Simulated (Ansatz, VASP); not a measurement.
## Two plane-wave programs on Sr2InAgCl6

POSCAR

```
Sr2InAgCl6
1.0
    0.0000000000      5.0115320000      5.0115320000
    5.0115320000      0.0000000000      5.0115320000
    5.0115320000      5.0115320000      0.0000000000
Sr In Ag Cl
2 1 1 6
Direct
    0.2500000000      0.2500000000      0.2500000000
    0.7500000000      0.7500000000      0.7500000000
    0.0000000000      0.0000000000      0.0000000000
    0.5000000000      0.5000000000      0.5000000000
    0.7602100000      0.2397900000      0.2397900000
    0.2397900000      0.7602100000      0.2397900000
    0.2397900000      0.7602100000      0.7602100000
    0.7602100000      0.2397900000      0.7602100000
    0.2397900000      0.2397900000      0.7602100000
    0.7602100000      0.7602100000      0.2397900000
```

INCAR.step1

```
  PREC = Accurate
  ENCUT = 520
  ISMEAR = -1
  SIGMA = 0.1
  LREAL = False
  LASPH = True
  NELM = 80
  NBANDS = 54
  GGA = PE
  ALGO = Normal
  EDIFF = 1E-4
  LWAVE = True
  LCHARG = False
```

The input INCAR.step2:

```
  PREC = Accurate
  ENCUT = 520
  EDIFF = 1E-6
  ISMEAR = -1
  SIGMA = 0.1
  LREAL = False
  LASPH = True
  NELM = 80
  ALGO = Normal
  ISIF = 2
  LWAVE = False
  LCHARG = True
  METAGGA = R2SCAN
  LMIXTAU = True
  LELF = True
  LVHAR = True
  NBANDS = 54
  ISTART = 1
```

KPOINTS

```
regular mesh
0
Gamma
  6 6 6
```

Input for Ansatz:

```yaml
crystal:
  lattice:
    - [0.0, 5.011532, 5.011532]
    - [5.011532, 0.0, 5.011532]
    - [5.011532, 5.011532, 0.0]
  atoms:
    - { symbol: Sr, position: [0.25, 0.25, 0.25] }
    - { symbol: Sr, position: [0.75, 0.75, 0.75] }
    - { symbol: In, position: [0.0, 0.0, 0.0] }
    - { symbol: Ag, position: [0.5, 0.5, 0.5] }
    - { symbol: Cl, position: [0.76021, 0.23979, 0.23979] }
    - { symbol: Cl, position: [0.23979, 0.76021, 0.23979] }
    - { symbol: Cl, position: [0.23979, 0.76021, 0.76021] }
    - { symbol: Cl, position: [0.76021, 0.23979, 0.76021] }
    - { symbol: Cl, position: [0.23979, 0.23979, 0.76021] }
    - { symbol: Cl, position: [0.76021, 0.76021, 0.23979] }
  symmetry: { tolerance: 0.0003 }
kpoints:
  mp_grid: { grid: [6, 6, 6], shift: [0, 0, 0] }
  band_path:
    path:
      - [0.0, 0.0, 0.0]
      - [0.5, 0.0, 0.5]
      - [0.625, 0.25, 0.625]
      - [0.375, 0.375, 0.75]
      - [0.0, 0.0, 0.0]
      - [0.5, 0.5, 0.5]
      - [0.5, 0.25, 0.75]
      - [0.5, 0.0, 0.5]
    npoints: 8
magnetization:
  spin_polarized: false
scf:
  occupations: { method: fermi_dirac }
  lower_state_search: "off"
  max_iter: 200
hamiltonian:
  pseudopotentials: { kind: paw }
  xc: r2scan
basis:
  ecutwfc: 500
  fft_grid_basis: typed
output:
  forces: true
  stress: true
  eigenvalues: true
  bader: true
  populations: true
  elf: true
  write_potential: true
  volumetric_format: npy
  dos:
    e_range: [-12, 8]
    de: 0.05
    projected: { site_lists: { Ag: [Ag], Cl: [Cl], In: [In], Sr: [Sr] } }
checkpoint:
  read: saved_state
```

Alike in both runs: task single point; functional r2SCAN; k mesh 6 × 6 × 6; no spin polarisation.

|  | VASP | Ansatz |
| --- | --- | --- |
| version | VASP 6.6.1 | Ansatz 0.2.0 |
| potentials or method | VASP PAW PBE potentials, release 64 (Sr_sv, In_d, Ag, Cl), cutoff 520 eV | PAW plane waves |
| occupations | fermi-dirac, width 0.1 eV | fermi-dirac |
| valence electrons in the cell | 86 | 94 |

```tsv
	VASP	Ansatz	Ansatz less VASP
pressure (GPa)	7.6	7.6	-0.03
rms of the force components (eV/Å)	0.841	0.838	-0.0027
```

VASP's potentials were made for PBE, not for r2SCAN. Atom by atom the forces differ by 0.003 eV/Å (rms over components). VASP's potentials hold 86 valence electrons a cell and Ansatz's 94, so a difference there can come from the potentials and not from the codes.
